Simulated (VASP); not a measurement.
Wanted: the native input for a VASP 6.6.1 run.

| Item | Value |
| --- | --- |
| Task | single point |
| Functional | PBE |
| Potentials or basis | VASP PAW PBE potentials, release 64 (Zn, S) |
| Cutoff | 520 eV |
| k mesh | 10 × 10 × 6 |
| Occupations | fermi-dirac, width 0.05 eV |
| Spin | no spin polarisation |
| Dipole correction | no |
| k mesh for the DOS | 15 × 15 × 9 |
| Occupations for the DOS | tetrahedron |
| Further INCAR settings | ALGO = Normal; EDIFF = 1e-07; NBANDS = 26 |

Crystal: ZnS (wurtzite type).

```xyz
4
Lattice="3.8452 0.0000 0.0000 -1.9226 3.3300 0.0000 0.0000 0.0000 6.3055" Properties=species:S:1:pos:R:3 pbc="T T T"
Zn    0.0000    2.2200    0.0046
Zn    1.9226    1.1100    3.1573
S     0.0000    2.2200    2.3663
S     1.9226    1.1100    5.5191
```

The input as run:

POSCAR

```
ZnS
1.0
    3.8451843427      0.0000000000      0.0000000000
   -1.9225921713      3.3300273230      0.0000000000
    0.0000000000      0.0000000000      6.3055226598
Zn S
2 2
Direct
    0.3333333333      0.6666666667      0.0007270294
    0.6666666667      0.3333333333      0.5007270294
    0.3333333333      0.6666666667      0.3752729706
    0.6666666667      0.3333333333      0.8752729706
```

INCAR.step1

```
ALGO = Normal ; EDIFF = 1E-7
ENCUT = 520 ; GGA = PE
ISIF = 2 ; ISMEAR = -1
LASPH = True ; LCHARG = True
LREAL = False ; LWAVE = False
NBANDS = 26 ; NELM = 100
PREC = Accurate ; SIGMA = 0.05
```

KPOINTS.step1

```
k-points
0
Gamma
  10 10 6
```

INCAR.step2

```
ALGO = Normal ; EDIFF = 1E-7
ENCUT = 520 ; GGA = PE
ICHARG = 11 ; ISIF = 2
ISMEAR = -5 ; LASPH = True
LCHARG = False ; LORBIT = 11
LREAL = False ; LWAVE = False
NBANDS = 26 ; NEDOS = 1001
NELM = 100 ; PREC = Accurate
SIGMA = 0.05
```

KPOINTS.step2

```
k-points
0
Gamma
  15 15 9
```

Potentials or basis: VASP PAW PBE potentials, release 64 (Zn, S).

The run is started by

```bash
$ cat potpaw_PBE.64/Zn/POTCAR potpaw_PBE.64/S/POTCAR > POTCAR
$ cp INCAR.step1 INCAR
$ cp KPOINTS.step1 KPOINTS
$ mpirun -np 1 vasp_std > vasp.out
$ cp INCAR.step2 INCAR
$ cp KPOINTS.step2 KPOINTS
$ mpirun -np 1 vasp_std > vasp.out
```

Results of the run:

```
Valence electrons inside the program's atomic spheres : Zn 10.77; S 3.74
```

It took 7.8 min on 1 thread of Intel Xeon 8259CL, with other jobs on the host, peak memory 0.36 GiB.
